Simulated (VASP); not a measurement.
The system is K2S.

```
CELL_PARAMETERS angstrom
0.00000 3.70272 3.70272
3.70272 0.00000 3.70272
3.70272 3.70272 0.00000
ATOMIC_POSITIONS crystal
K 0.25000 0.25000 0.25000
K 0.75000 0.75000 0.75000
S 0.00000 0.00000 0.00000
```

Base run:

| Property | Result |
| --- | --- |
| Program | VASP 6.6.1 |
| Functional | r2SCAN |
| Potentials or basis | VASP PAW PBE potentials, release 64 (K_sv, S) |
| Cutoff | 550 eV |
| k mesh | 6 × 6 × 6 |
| Occupations | gaussian, width 0.01 eV |
| Spin | no spin polarisation |

Its results: band gap on the k mesh 2.76 eV (least direct gap 2.95 eV); pressure 0.0 GPa.

Task: The run is repeated on the same cell with these changes: functional from r2SCAN to PBE; cutoff from 550 eV to 500 eV; occupations from gaussian, width 0.01 eV to fermi-dirac, width 0.02 eV. What comes out?

Result: Band gap on the k mesh 2.38 eV (least direct gap 2.57 eV); pressure 0.5 GPa.

Caveats: the PAW data sets were made with another functional, which shifts forces and pressure a little (at least some runs).

A k mesh can miss the band edges.
